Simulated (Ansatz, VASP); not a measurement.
Two plane-wave programs on HfBiO6

The input INCAR:

```
ALGO = Normal
EDIFF = 1E-6
EDIFFG = -0.08
ENCUT = 600
GGA = PE
IBRION = 2
ISIF = 3
ISMEAR = 0
LASPH = True
LCHARG = False
LREAL = False
LWAVE = False
NELM = 100
NSW = 36
PREC = Accurate
SIGMA = 0.2
```

Contents of KPOINTS:

```
k-points
0
Gamma
  6 6 2
```

The input POSCAR:

```
HfBiO6
1.0
    3.3000000000      0.0000000000      0.0000000000
   -1.6500000000      2.8578838300      0.0000000000
    0.0000000000      0.0000000000     12.2000000000
Hf Bi O
1 1 6
Direct
    0.0000000000      0.0000000000      0.0000000000
    0.0000000000      0.0000000000      0.3810000000
    0.3333333300      0.6666666700      0.4670000000
    0.6666666700      0.3333333300      0.2950000000
    0.0000000000      0.0000000000      0.6400000000
    0.0000000000      0.0000000000      0.7460000000
    0.3333333300      0.6666666700      0.0820000000
    0.6666666700      0.3333333300      0.9180000000
```

Input for Ansatz:

```yaml
crystal:
  lattice:
    - [3.3, 0.0, 0.0]
    - [-1.65, 2.85788383, 0.0]
    - [0.0, 0.0, 12.2]
  atoms:
    - { symbol: Hf, position: [0.0, 0.0, 0.0] }
    - { symbol: Bi, position: [0.0, 0.0, 0.381] }
    - { symbol: O, position: [0.33333333, 0.66666667, 0.467] }
    - { symbol: O, position: [0.66666667, 0.33333333, 0.295] }
    - { symbol: O, position: [0.0, 0.0, 0.64] }
    - { symbol: O, position: [0.0, 0.0, 0.746] }
    - { symbol: O, position: [0.33333333, 0.66666667, 0.082] }
    - { symbol: O, position: [0.66666667, 0.33333333, 0.918] }
basis:
  ecutwfc: 420
kpoints:
  mp_grid: { grid: [6, 6, 2] }
hamiltonian:
  xc: pbe
scf:
  occupations: { method: gaussian, width: 0.2 }
  lower_state_search: "off"
output:
  forces: true
  stress: true
  eigenvalues: true
relax:
  adjacent_minimum: "off"
  f_tol: 0.08
  max_steps: 16
  cell: { stress_tol: 0.8 }
```

Alike in both runs: task relaxation of cell and atoms; functional PBE; k mesh 6 × 6 × 2; occupations gaussian, width 0.2 eV; no spin polarisation.

```csv
,VASP,Ansatz
version,VASP 6.6.1,Ansatz 0.2.0
potentials or method,"VASP PAW PBE potentials, release 64 (Hf_pv, Bi_d, O), cutoff 600 eV","scalar-relativistic, plane waves, PAW"
valence electrons in the cell,61,77
```

|  | VASP | Ansatz | Ansatz less VASP |
| --- | --- | --- | --- |
| gap on the k mesh at the Fermi level, each at its own relaxed structure (eV) | none | none | - |
| relaxed volume (Å³/atom) | 16.96 | 16.97 | +0.016 |
| relaxed length of the cell vector where the two differ most in proportion (Å) | 13.882 | 13.843 | -0.0385 |

A gap of «none» marks a metal or a gap that the smearing closes. VASP's potentials hold 61 valence electrons a cell and Ansatz's 77, so a difference there can come from the potentials and not from the codes.

The k mesh is coarse, so the values compare programs but aren't converged. Neither program's run includes spin-orbit coupling. Noted on VASP's run: the volume moved by over 15 % at a fixed basis, so the end points are rough.
